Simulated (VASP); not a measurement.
The system is Mg.

```
CELL_PARAMETERS angstrom
2.99368 0.00000 0.00000
0.00000 2.99368 0.00000
0.00000 0.00000 2.99368
ATOMIC_POSITIONS crystal
Mg 0.00000 0.00000 0.00000
```

This isn't the form of Mg at room conditions, which is hcp.

Base run:

* Program: VASP 6.6.1
* Functional: r2SCAN0
* Potentials or basis: VASP PAW PBE potentials, release 64 (Mg)
* Cutoff: 520 eV
* k mesh: 6 × 6 × 6
* Occupations: fermi-dirac, width 0.1 eV
* Spin: no spin polarisation

Its results: band gap on the k mesh zero (bands 1 and 2 overlap by 9.29 eV); pressure 0.6 GPa.

The run is repeated on the same cell with these changes: functional from r2SCAN0 to r2SCAN. What comes out?

Band gap on the k mesh zero (bands 1 and 2 overlap by 7.28 eV); pressure 0.1 GPa.

Caveats: the PAW data sets were made with another functional, which shifts forces and pressure a little.
